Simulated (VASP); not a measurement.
# Rb2AgPt6: single point with PBE

Crystal: Rb2AgPt6.

```
Pt Rb Ag
1.0
     6.52560    0.00000    0.00000
    -3.26280    5.65134    0.00000
     0.00000    0.00000    5.10607
Pt Rb Ag
6 2 1
Direct
  0.16700 0.83300 0.20600
  0.16700 0.33400 0.20600
  0.66600 0.83300 0.20600
  0.83300 0.16700 0.79400
  0.33400 0.16700 0.79400
  0.83300 0.66600 0.79400
  0.33330 0.66670 0.69100
  0.66670 0.33330 0.30900
  0.00000 0.00000 0.00000
```

```json
{
  "Program": "VASP 6.6.1",
  "Task": "single point",
  "Functional": "PBE",
  "Potentials or basis": "VASP PAW PBE potentials, release 64 (Pt, Rb_sv, Ag)",
  "Cutoff": "520 eV",
  "k mesh": "5 × 5 × 5",
  "Occupations": "gaussian, width 0.0253 eV",
  "Spin": "no spin polarisation",
  "Dipole correction": "no",
  "Further INCAR settings": "ALGO = Normal; EDIFF = 1e-06; NBANDS = 54"
}
```

| Item | Value |
| --- | --- |
| Pressure | 32.1 GPa |
| Largest force | 9.187 eV/Å |
| Band gap on the k mesh | zero (an odd number of electrons rules out a gap without spin polarisation) |

Forces in eV/Å, atoms in the order of the input:
```
Pt   6.963 -4.020  4.444
Pt   0.001  8.041  4.445
Pt  -6.963 -4.021  4.445
Pt  -6.963  4.020 -4.444
Pt   6.963  4.021 -4.445
Pt  -0.001 -8.041 -4.445
Rb   0.001 -0.001  0.374
Rb  -0.001  0.001 -0.374
Ag   0.000  0.000  0.000
```

Stress tensor (GPa, compression positive):
```
35.96  0.00  0.00
 0.00 35.96  0.00
 0.00  0.00 24.43
```

Levels at points of the mesh, in eV from the Fermi level:
```
           k point  band 41  band 42  band 43  band 44  band 45  band 46  band 47  band 48  band 49  band 50
(0.00, 0.00, 0.00)    -0.56    -0.12    -0.02    -0.02     0.45     0.55     0.66     0.66     2.42     2.42
```

Wall time 7 min on 1 thread of Intel Xeon 8259CL (shared host), peak memory 0.49 GiB.

Caveat: the stress differs along the axes, from 24 to 36 GPa; spin-orbit coupling is left out, which moves the levels of the heavy elements; forces of over 1 eV/Å act on the atoms, so gaps and moduli don't describe the material at rest.
